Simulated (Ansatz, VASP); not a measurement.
## One calculation of Ta, two programs

```
Ta
1.0
     2.86694    0.00000    0.00000
    -1.43347    2.48284    0.00000
     0.00000    0.00000    4.86230
Ta
2
Direct
  0.66667 0.33333 0.75000
  0.33333 0.66667 0.25000
```

Change from the starting cell: strain -0.0450 x Voigt [0, 0, 1, 0, 0, 0], atoms carried along.

Alike in both runs: task single point; functional PBEsol; k mesh 24 × 24 × 12; occupations gaussian, width 0.15 eV; no spin polarisation.

|  | VASP | Ansatz |
| --- | --- | --- |
| version | VASP 6.6.1 | Ansatz 0.2.0 |
| potentials or method | VASP PAW PBE potentials, release 64 (Ta_pv), cutoff 520 eV | scalar-relativistic, plane waves, PAW |
| valence electrons in the cell | 22 | 26 |

```csv
,VASP,Ansatz,Ansatz less VASP
gap on the k mesh at the Fermi level (eV),none,none,-
pressure (GPa),10.1,9.8,-0.27
"traceless stress, the component that is largest in VASP (GPa)",5.60,5.60,+0.001
```

VASP's potentials were made for PBE, not for PBEsol. A gap of «none» marks a metal or a gap that the smearing closes. VASP's potentials hold 22 valence electrons a cell and Ansatz's 26, so a difference there can come from the potentials and not from the codes.

Spin-orbit coupling is off throughout.
